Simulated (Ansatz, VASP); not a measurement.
**One calculation of Ru, two programs**

```
CELL_PARAMETERS angstrom
2.67647 0.00000 0.00000
-1.33824 2.31789 0.00000
0.00000 0.00000 4.22513
ATOMIC_POSITIONS crystal
Ru 0.33333 0.66667 0.25000
Ru 0.66667 0.33333 0.75000
```

Alike in both runs: functional LDA; k mesh 18 × 18 × 8; occupations fermi-dirac, width 0.15 eV; no spin polarisation.

Ansatz relaxed the structure, and its values are those at the end. VASP's run is a single point on that final structure, the one shown.

```csv
,VASP,Ansatz
version,VASP 6.6.1,Ansatz 0.2.0
potentials or method,"VASP PAW LDA potentials, release 64 (Ru_pv), cutoff 520 eV","scalar-relativistic, plane waves, PAW"
valence electrons in the cell,28,32
```

|  | VASP | Ansatz | Ansatz less VASP |
| --- | --- | --- | --- |
| gap on the k mesh at the Fermi level (eV) | none | none | - |
| pressure (GPa) | 0.9 | 0.0 | -0.92 |

Ansatz warns that its potentials were made for another functional, while VASP's fit it. LDA's correlation is that of Perdew and Zunger in VASP and of Perdew and Wang (1992) in Ansatz. A gap of «none» marks a metal or a gap that the smearing closes. VASP's potentials hold 28 valence electrons a cell and Ansatz's 32, so a difference there can come from the potentials and not from the codes.
